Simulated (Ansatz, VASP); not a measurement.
Two plane-wave programs on Al3Pd

INCAR

```
  PREC = Accurate
  ENCUT = 600
  EDIFF = 1E-6
  ISMEAR = 0
  SIGMA = 0.1
  LREAL = F
  LASPH = T
  NELM = 100
  ALGO = Normal
  ISIF = 3
  LWAVE = F
  LCHARG = F
  GGA = PE
  IBRION = 2
  NSW = 90
  EDIFFG = -0.04
```

Contents of KPOINTS:

```
regular mesh
0
Gamma
  6 6 4
```

The input POSCAR:

```
Al3Pd
1.0
    4.2703114200      0.0000000000      0.0000000000
   -2.1351557100      3.6981981700      0.0000000000
    0.0000000000      0.0000000000      4.5677767600
Al Pd
3 1
Direct
    0.3333333300      0.6666666700      0.0000000000
    0.6666666700      0.3333333300      0.0000000000
    0.0000000000      0.0000000000      0.5000000000
    0.0000000000      0.0000000000      0.0000000000
```

Input for Ansatz:

```yaml
crystal:
  lattice:
    - [4.27031142, 0.0, 0.0]
    - [-2.13515571, 3.69819817, 0.0]
    - [0.0, 0.0, 4.56777676]
  atoms:
    - { symbol: Al, position: [0.33333333, 0.66666667, 0.0] }
    - { symbol: Al, position: [0.66666667, 0.33333333, 0.0] }
    - { symbol: Al, position: [0.0, 0.0, 0.5] }
    - { symbol: Pd, position: [0.0, 0.0, 0.0] }
basis:
  ecutwfc: 420
kpoints:
  mp_grid: { grid: [6, 6, 4] }
hamiltonian:
  xc: pbe
scf:
  occupations: { method: gaussian, width: 0.1 }
  lower_state_search: "off"
output:
  forces: true
  stress: true
  eigenvalues: true
relax:
  adjacent_minimum: "off"
  f_tol: 0.04
  max_steps: 70
  cell: { stress_tol: 0.4 }
```

Alike in both runs: task relaxation of cell and atoms; functional PBE; k mesh 6 × 6 × 4; occupations gaussian, width 0.1 eV; no spin polarisation.

|  | VASP | Ansatz |
| --- | --- | --- |
| version | VASP 6.6.1 | Ansatz 0.2.0 |
| potentials or method | VASP PAW PBE potentials, release 64 (Al, Pd), cutoff 600 eV | scalar-relativistic, plane waves, PAW |
| valence electrons in the cell | 19 | 27 |

```csv
,VASP,Ansatz,Ansatz less VASP
"gap on the k mesh at the Fermi level, each at its own relaxed structure (eV)",none,none,-
relaxed volume (Å³/atom),20.97,21.00,+0.029
relaxed length of the cell vector where the two differ most in proportion (Å),4.878,4.887,+0.0090
```

A gap of «none» marks a metal or a gap that the smearing closes. VASP's potentials hold 19 valence electrons a cell and Ansatz's 27, so a difference there can come from the potentials and not from the codes.

Noted on VASP's run: the volume moved by over 15 % at a fixed basis, so the end points are rough.
